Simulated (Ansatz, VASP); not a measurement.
# BN in VASP and in Ansatz

```
CELL_PARAMETERS angstrom
0.00000 1.76239 1.76239
1.76239 0.00000 1.76239
1.76239 1.76239 0.00000
ATOMIC_POSITIONS crystal
B 0.00000 0.00000 0.00000
N 0.75000 0.75000 0.75000
```

Alike in both runs: task single point; functional PBE; k mesh 12 × 12 × 12; occupations gaussian, width 0.05 eV; no spin polarisation.

|  | VASP | Ansatz |
| --- | --- | --- |
| version | VASP 6.6.1 | Ansatz 0.2.0 |
| potentials or method | VASP PAW PBE potentials, release 64 (B, N), cutoff 600 eV | scalar-relativistic, plane waves, PAW |
| valence electrons in the cell | 8 | 8 |

Ansatz gave:

- gap on the k mesh at the Fermi level (eV): 4.55
- least direct gap on the mesh (eV): 9.19

Q: What did VASP give for the same quantities?

A: gap on the k mesh at the Fermi level (eV): 4.54; least direct gap on the mesh (eV): 9.18.
